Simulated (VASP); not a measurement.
SnTe: single point with PBE

The system is SnTe.

```
Sn Te
1.0
     0.02100    3.22252    3.22252
     3.22252    0.02100    3.22252
     3.22252    3.22252    0.02100
Sn Te
1 1
Direct
  0.01121 0.01121 0.01121
  0.49780 0.49780 0.49780
```

- Program: VASP 6.6.1
- Task: single point
- Functional: PBE
- Potentials or basis: VASP PAW PBE potentials, release 64 (Sn_d, Te)
- Cutoff: 520 eV
- k mesh: 20 × 20 × 20
- Occupations: gaussian, width 0.01 eV
- Spin: no spin polarisation
- Dipole correction: no
- Further INCAR settings: ALGO = Normal; EDIFF = 1e-06; NBANDS = 17

```
Pressure               : -0.1 GPa
Largest force          : 0.004 eV/Å
Band gap on the k mesh : 0.22 eV, direct
```

Forces in eV/Å, atoms in the order of the input:
```
Sn  -0.002 -0.002 -0.002
Te   0.002  0.002  0.002
```

Levels at points of the mesh, in eV from the valence-band top:
| k point | band 6 | band 7 | band 8 | band 9 | band 10 | band 11 | band 12 | band 13 | band 14 | band 15 |
| --- | --- | --- | --- | --- | --- | --- | --- | --- | --- | --- |
| (0.00, 0.00, 0.00) | -12.30 | -4.77 | -1.90 | -1.88 | -1.88 | 3.18 | 3.30 | 3.30 | 5.04 | 5.04 |
| (0.50, 0.00, 0.00) | -11.16 | -7.92 | -1.65 | -1.63 | 0.00 | 0.22 | 0.61 | 0.67 | 7.73 | 8.67 |
| (0.50, 0.50, 0.00) | -10.92 | -6.38 | -5.01 | -3.36 | -3.35 | 2.42 | 4.77 | 4.88 | 6.09 | 8.96 |
| (0.50, 0.50, 0.50) | -11.21 | -7.90 | -1.58 | -1.58 | -0.15 | 0.48 | 0.64 | 0.64 | 7.58 | 8.82 |

Run time: 14 min on 1 thread of Intel(R) Xeon(R) Platinum 8259CL CPU @ 2.50GHz (Skylake/Cascade Lake), on a shared host, peak memory 0.93 GiB.

Caveat: spin-orbit coupling is left out, which moves the levels of the heavy elements. A k mesh can miss the band edges.
